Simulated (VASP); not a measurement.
# TaN (P6_3mc) in VASP: single point with PBE

Aim: the single point of TaN with PBE.

Program: VASP 6.6.1. These are calculated values, not measurements. Logs are shortened: lines on timing, memory, paths and dates and some standing lists are left out, and cuts for length are marked.

## (1) The cell of the first run

It takes space group P6_3mc (No. 186, hexagonal). Conventional cell: a = 3.151 Å, b = 3.151 Å, c = 6.103 Å, α = 90.00°, β = 90.00°, γ = 120.00°. Ta (site symmetry 3m) has 4 N at 1.98 to 2.11 Å within 2.6 Å. N (site symmetry 3m) has 4 Ta at 1.98 to 2.11 Å within 2.6 Å.

## (2) Single point, PBE

The input, INCAR:

```
ALGO = Normal
EDIFF = 1E-6
ENCUT = 700
GGA = PE
GGA_COMPAT = F
ISIF = 2
ISMEAR = 0
LASPH = T
LCHARG = T
LELF = T
LREAL = F
LVHAR = T
LWAVE = F
NBANDS = 26
NELM = 120
PREC = Accurate
SIGMA = 0.1
```

The input, KPOINTS:

```
k-points
0
Gamma
  6 6 4
```

The input, POSCAR:

```
TaN
1.0
    3.1514111810      0.0000000030      0.0000000000
   -1.5757055931      2.7292021390      0.0000000000
    0.0000000000      0.0000000000      6.1029218168
Ta N
2 2
Direct
    0.3333333333      0.6666666667      0.0306213540
    0.6666666667      0.3333333333      0.5306213540
    0.3333333333      0.6666666667      0.3543786360
    0.6666666667      0.3333333333      0.8543786360
```

Potentials or basis: VASP PAW PBE potentials, release 64 (Ta_sv_GW, N).

Started as:

```sh
cat potpaw_PBE.64/Ta_sv_GW/POTCAR potpaw_PBE.64/N/POTCAR > POTCAR
mpirun -np 1 vasp_std > vasp.out
```

OUTCAR:

```text
EDIFF = 1E-6
   ENCUT = 700
   GGA = PE
   ISIF = 2
   ISMEAR = 0
   LASPH = T
   LREAL = F
   NELM = 120
   PREC = Accurate

 ion  position               nearest neighbor table
   1  0.333  0.667  0.031-   3 1.98   4 2.11   4 2.11   4 2.11
   2  0.667  0.333  0.531-   4 1.98   3 2.11   3 2.11   3 2.11
   3  0.333  0.667  0.354-   1 1.98   2 2.11   2 2.11   2 2.11
   4  0.667  0.333  0.854-   2 1.98   1 2.11   1 2.11   1 2.11

  LATTYP: Found a hexagonal cell.
 ALAT       =     3.1514111810
 C/A-ratio  =     1.9365679266

  Lattice vectors:

 A1 = (   3.1514111810,   0.0000000030,   0.0000000000)
 A2 = (  -1.5757055931,   2.7292021390,   0.0000000000)
 A3 = (   0.0000000000,   0.0000000000,   6.1029218168)

Analysis of symmetry for initial positions (statically):
=====================================================================
 Subroutine PRICEL returns:
 Original cell was already a primitive cell.

 Routine SETGRP: Setting up the symmetry group for a
 hexagonal supercell.

 Subroutine GETGRP returns: Found 12 space group operations
 (whereof  6 operations were pure point group operations)
 out of a pool of 24 trial point group operations.

The static configuration has the point symmetry C_3v.
 The point group associated with its full space group is C_6v.

Analysis of symmetry for dynamics (positions and initial velocities):
=====================================================================
 Subroutine PRICEL returns:
 Original cell was already a primitive cell.

 Routine SETGRP: Setting up the symmetry group for a
 hexagonal supercell.

 Subroutine GETGRP returns: Found 12 space group operations
 (whereof  6 operations were pure point group operations)
 out of a pool of 24 trial point group operations.

The dynamic configuration has the point symmetry C_3v.
 The point group associated with its full space group is C_6v.

 Subroutine INISYM returns: Found 12 space group operations
 (whereof  6 operations are pure point group operations),
 and found     1 'primitive' translations

----------------------------------------------------------------------------------------

                                     Primitive cell

  volume of cell :      52.4902

  direct lattice vectors                    reciprocal lattice vectors
     3.151411181  0.000000003  0.000000000     0.317318161  0.183203726  0.000000000
    -1.575705593  2.729202139  0.000000000    -0.000000000  0.366407451  0.000000000
     0.000000000  0.000000000  6.102921817     0.000000000  0.000000000  0.163855941

  length of vectors
     3.151411181  3.151411181  6.102921817     0.366407451  0.366407451  0.163855941

  position of ions in fractional coordinates (direct lattice)
     0.333333333  0.666666667  0.030621354
     0.666666667  0.333333333  0.530621354
     0.333333333  0.666666667  0.354378636
     0.666666667  0.333333333  0.854378636

  ion indices of the primitive-cell ions
   primitive index   ion index
                 1           1
                 2           2
                 3           3
                 4           4

----------------------------------------------------------------------------------------

 KPOINTS: k-points

Automatic generation of k-mesh.
 Grid dimensions read from file:
 generate k-points for:    6    6    4

 Generating k-lattice:

  Cartesian coordinates                     Fractional coordinates (reciprocal lattice)
     0.052886360  0.030533954  0.000000000     0.166666667 -0.000000000  0.000000000
    -0.000000000  0.061067909  0.000000000    -0.000000000  0.166666667  0.000000000
     0.000000000  0.000000000  0.040963985     0.000000000  0.000000000  0.250000000

  Length of vectors
     0.061067909  0.061067909  0.040963985

  Shift w.r.t. Gamma in fractional coordinates (k-lattice)
     0.000000000  0.000000000  0.000000000

 Subroutine IBZKPT returns following result:
 ===========================================

 Found     21 irreducible k-points:

 Following reciprocal coordinates:
            Coordinates               Weight
  0.000000  0.000000  0.000000      1.000000
  0.166667 -0.000000  0.000000      6.000000
  0.333333  0.000000  0.000000      6.000000
  0.500000 -0.000000  0.000000      3.000000
  0.166667  0.166667  0.000000      6.000000
  0.333333  0.166667  0.000000     12.000000
[... 13 lines left out ...]
  0.333333  0.166667  0.500000     12.000000
  0.333333  0.333333  0.500000      2.000000
   k-points           NKPTS =     21   k-points in BZ     NKDIM =     21   number of bands    NBANDS=     26
   number of dos      NEDOS =    301   number of ions     NIONS =      4
   total plane-waves  NPLWV =  42336
   dimension x,y,z NGX =    28 NGY =   28 NGZ =   54
   dimension x,y,z NGXF=    56 NGYF=   56 NGZF=  108
   ions per type =               2   2
   NGX,Y,Z   is equivalent  to a cutoff of  14.77, 14.77, 14.71 a.u.
   NGXF,Y,Z  is equivalent  to a cutoff of  29.54, 29.54, 29.42 a.u.
 SYSTEM =  unknown system
   PREC   = accura    normal or accurate (medium, high low for compatibility)
   ISTART =      0    job   : 0-new  1-cont  2-samecut
   ICHARG =      2    charge: 1-file 2-atom 10-const
   ISPIN  =      1    spin polarized calculation?
   LNONCOLLINEAR =      F non collinear calculations
   LSORBIT =      F    spin-orbit coupling
   LASPH  =      T    aspherical Exc in radial PAW
   ENCUT  =  700.0 eV  51.45 Ry    7.17 a.u.   6.80  6.80 13.17*2*pi/ulx,y,z
   NELM   =    120;   NELMIN=  2; NELMDL= -5     # of ELM steps
   EDIFF  = 0.1E-05   stopping-criterion for ELM
   LREAL  =      F    real-space projection
   EDIFFG = 0.1E-04   stopping-criterion for IOM
   NSW    =      0    number of steps for IOM
   IBRION =     -1    ionic relax: 0-MD 1-quasi-New 2-CG
   NFREE  =      0    steps in history (QN), initial steepest desc. (CG)
   ISIF   =      2    stress and relaxation
   ISYM   =      2    0-nonsym 1-usesym 2-fastsym
   POTIM  = 0.5000    time-step for ionic-motion
   TEBEG  =    0.0;   TEEND  =   0.0 temperature during run
   PSTRESS=    0.0 pullay stress
   NELECT =      36.0000    total number of electrons
   NUPDOWN=      -1.0000    fix difference up-down
   EMIN   =  10.00;   EMAX   =-10.00  energy-range for DOS
   EFERMI =   0.00;   METHOD = LEGACY
   ISMEAR =     0;   SIGMA  =   0.10  broadening in eV -4-tet -1-fermi 0-gaus
   EFERMI_NEDOS =   21; number of points for ismear=-14 and -15
   IALGO  =     38    algorithm
   IMIX   =      4    mixing-type and parameters
     AMIX     =   0.40;   BMIX     =  1.00
     AMIX_MAG =   1.60;   BMIX_MAG =  1.00
  volume/ion in A,a.u.               =      13.12        88.56
  Fermi-wavevector in a.u.,A,eV,Ry     =   1.443719  2.728234 28.358974  2.084326
  Thomas-Fermi vector in A             =   2.562095
   LORBIT       =      0    0 simple, 1 ext, 2 COOP (PROOUT), +10 PAW based schemes
   GGA     = PE    functional components
   LHFCALC =     F    Hartree Fock is set to
   AEXX    =    0.0000 exact exchange contribution
   IVDW    =     0    specifies the selected vdW correction
   LEPSILON=     F    determine dielectric tensor
   LRPA    =     F    only Hartree local field effects (RPA)
 non-spin polarized calculation
 Gauss-broadening in eV      SIGMA  =   0.10
  energy-cutoff  :      700.00
  volume of cell :       52.49
 maximum number of plane-waves:      2232
 NGX is ok and might be reduce to    28
   NGX = 13   NGY = 13   NGZ = 27

 number of electron      36.0000002 magnetization

 Free energy of the ion-electron system (eV)
  ---------------------------------------------------
  ext. energy  EPLUGINS =         0.00000000
  ---------------------------------------------------
  free energy    TOTEN  =       -48.43097039 eV

  energy without entropy =      -48.42894389  energy(sigma->0) =      -48.42995714

 E-fermi :   9.9417     XC(G=0): -12.3815

 val. band max:        9.7045378064   @ k =   0.0000   0.0000   0.2500
 cond. band min:       9.9516775494   @ k =   0.3333   0.3333   0.0000
 fundamental gap:      0.2471397431
 Fermi energy:         9.9416526974

 k-point     1 :       0.0000    0.0000    0.0000
  band No.  band energies     occupation
      1     -58.8958      2.00000
      2     -58.8861      2.00000
      3     -25.7041      2.00000
      4     -25.3758      2.00000
      5     -25.1321      2.00000
      6     -25.1321      2.00000
[... 18 lines left out ...]
     25      14.9741      0.00000
     26      16.4005      0.00000

 k-point     2 :       0.1667   -0.0000    0.0000
  band No.  band energies     occupation
      1     -58.8878      2.00000
      2     -58.8792      2.00000
      3     -25.6651      2.00000
      4     -25.3736      2.00000
      5     -25.2655      2.00000
      6     -25.2424      2.00000
[... 18 lines left out ...]
     25      15.6204      0.00000
     26      16.5234      0.00000

 k-point     3 :       0.3333    0.0000    0.0000
  band No.  band energies     occupation
      1     -58.8713      2.00000
      2     -58.8657      2.00000
      3     -25.5964      2.00000
      4     -25.5168      2.00000
      5     -25.4958      2.00000
      6     -25.3779      2.00000
[... 18 lines left out ...]
     25      15.2990      0.00000
     26      16.4005      0.00000

 k-point     4 :       0.5000   -0.0000    0.0000
  band No.  band energies     occupation
      1     -58.8626      2.00000
      2     -58.8593      2.00000
      3     -25.6717      2.00000
      4     -25.6356      2.00000
      5     -25.4950      2.00000
      6     -25.3955      2.00000
[... 18 lines left out ...]
     25      14.5088      0.00000
     26      15.7574      0.00000

 k-point     5 :       0.1667    0.1667    0.0000
  band No.  band energies     occupation
      1     -58.8755      2.00000
      2     -58.8690      2.00000
      3     -25.6046      2.00000
      4     -25.4291      2.00000
      5     -25.4235      2.00000
      6     -25.3735      2.00000
[... 18 lines left out ...]
     25      15.4251      0.00000
     26      16.9334      0.00000

 k-point     6 :       0.3333    0.1667    0.0000
  band No.  band energies     occupation
      1     -58.8626      2.00000
      2     -58.8594      2.00000
      3     -25.6067      2.00000
      4     -25.5767      2.00000
      5     -25.4904      2.00000
      6     -25.3951      2.00000
[... 340 lines left out ...]
 k-point    18 :       0.5000   -0.0000    0.5000
  band No.  band energies     occupation
      1     -58.8610      2.00000
      2     -58.8610      2.00000
      3     -25.6740      2.00000
      4     -25.6740      2.00000
      5     -25.4242      2.00000
      6     -25.4242      2.00000
[... 18 lines left out ...]
     25      14.8732      0.00000
     26      14.8732      0.00000

 k-point    19 :       0.1667    0.1667    0.5000
  band No.  band energies     occupation
      1     -58.8723      2.00000
      2     -58.8723      2.00000
      3     -25.5278      2.00000
      4     -25.5278      2.00000
      5     -25.3884      2.00000
      6     -25.3884      2.00000
[... 18 lines left out ...]
     25      15.4521      0.00000
     26      15.4521      0.00000

 k-point    20 :       0.3333    0.1667    0.5000
  band No.  band energies     occupation
      1     -58.8610      2.00000
      2     -58.8610      2.00000
      3     -25.6149      2.00000
      4     -25.6149      2.00000
      5     -25.4227      2.00000
      6     -25.4227      2.00000
[... 18 lines left out ...]
     25      15.5698      0.00000
     26      15.5698      0.00000

 k-point    21 :       0.3333    0.3333    0.5000
  band No.  band energies     occupation
      1     -58.8572      2.00000
      2     -58.8572      2.00000
      3     -25.5686      2.00000
      4     -25.5686      2.00000
      5     -25.4535      2.00000
      6     -25.4535      2.00000
[... 18 lines left out ...]
     25      16.1100      0.00000
     26      16.1100      0.00000

------------------------ aborting loop because EDIFF is reached ----------------------------------------

  FORCE on cell =-STRESS in cart. coord.  units (eV):
  Direction    XX          YY          ZZ          XY          YZ          ZX
  --------------------------------------------------------------------------------------
  -------------------------------------------------------------------------------------
  Total       -0.0488653     -0.0488653      0.0927026      0.0000000      0.0000000      0.0000000
  in kB       -1.4915319     -1.4915319      2.8295936      0.0000000      0.0000000      0.0000000
  external PRESSURE =      -0.0511567 kB  Pullay stress =       0.0000000 kB

 VOLUME and BASIS-vectors are now :
 -----------------------------------------------------------------------------
  energy-cutoff  :      700.00
  volume of cell :       52.49
      direct lattice vectors                 reciprocal lattice vectors
     3.151411181  0.000000003  0.000000000     0.317318161  0.183203726  0.000000000
    -1.575705593  2.729202139  0.000000000    -0.000000000  0.366407451  0.000000000
     0.000000000  0.000000000  6.102921817     0.000000000  0.000000000  0.163855941

 POSITION                                       TOTAL-FORCE (eV/Angst)
 -----------------------------------------------------------------------------------
     -0.00000      1.81947      0.18688         0.000000     -0.000000     -0.018981
      1.57571      0.90973      3.23834        -0.000000      0.000000     -0.018981
     -0.00000      1.81947      2.16275        -0.000000      0.000000      0.018981
      1.57571      0.90973      5.21421         0.000000     -0.000000      0.018981
 -----------------------------------------------------------------------------------
    total drift:                               -0.000001      0.000000      0.000877

  FREE ENERGIE OF THE ION-ELECTRON SYSTEM (eV)
  ---------------------------------------------------
  free  energy   TOTEN  =       -48.4309703888 eV

  energy  without entropy=      -48.4289438939  energy(sigma->0) =      -48.42995714
```

Run time: 55 s. Hardware: 1 thread of Intel Xeon Platinum 8375C at 2.90GHz (Ice Lake), shared host; peak memory 0.21 GiB.

What came out:

```yaml
Free_energy: -48.4310 eV
Pressure: 0.0 GPa
Largest_force: 0.019 eV/Å
Band_gap_on_the_k_mesh: zero (bands 18 and 19 overlap by 0.12 eV)
```

Forces in eV/Å, atoms in the order of the input:
```
Ta   0.000  0.000 -0.019
Ta   0.000  0.000 -0.019
N    0.000  0.000  0.019
N    0.000  0.000  0.019
```

Stress tensor (GPa, compression positive):
```
-0.15  0.00  0.00
 0.00 -0.15  0.00
 0.00  0.00  0.28
```

Levels at points of the mesh, in eV from the Fermi level:
| k point | band 16 | band 17 | band 18 | band 19 | band 20 | band 21 |
| --- | --- | --- | --- | --- | --- | --- |
| (0.00, 0.00, 0.00) | -4.51 | -0.91 | -0.75 | 0.10 | 0.10 | 2.14 |
| (0.50, 0.00, 0.00) | -3.71 | -2.33 | -0.54 | 1.13 | 2.10 | 2.59 |
| (0.00, 0.00, 0.50) | -4.99 | 0.13 | 0.13 | 0.92 | 0.92 | 0.92 |
| (0.50, 0.00, 0.50) | -4.80 | -0.97 | -0.97 | 1.43 | 1.43 | 3.23 |

Caveat: the k points lie up to 0.38 Å⁻¹ apart; spin-orbit coupling is left out, which moves the levels of the heavy elements.

The gap in the log of VASP goes by the Fermi energy; the results here count the filled bands.